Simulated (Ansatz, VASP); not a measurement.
One calculation of Zr2N, two programs

```
Zr N
1.0
     5.41300    0.00000    0.00000
     0.00000    5.41300    0.00000
     0.00000    0.00000    3.30779
Zr N
4 2
Direct
  0.29613 0.29613 0.00000
  0.70387 0.70387 0.00000
  0.79613 0.20387 0.50000
  0.20387 0.79613 0.50000
  0.00000 0.00000 0.00000
  0.50000 0.50000 0.50000
```

Alike in both runs: task single point; functional r2SCAN; k mesh 10 × 10 × 16; occupations gaussian, width 0.1 eV; no spin polarisation.

```csv
,VASP,Ansatz
version,VASP 6.6.1,Ansatz 0.2.0
potentials or method,"VASP PAW PBE potentials, release 64 (Zr_sv, N), cutoff 520 eV","scalar-relativistic, plane waves, PAW"
valence electrons in the cell,58,58
```

|  | VASP | Ansatz | Ansatz less VASP |
| --- | --- | --- | --- |
| gap on the k mesh at the Fermi level (eV) | none | none | - |
| pressure (GPa) | -0.1 | -0.2 | -0.14 |
| traceless stress, the component that is largest in VASP (GPa) | -0.20 | -0.21 | -0.014 |
| rms of the force components (eV/Å) | 0.013 | 0.016 | +0.0023 |

VASP's potentials were made for PBE, not for r2SCAN. Atom by atom the forces differ by 0.002 eV/Å (rms over components). A gap of «none» marks a metal or a gap that the smearing closes.
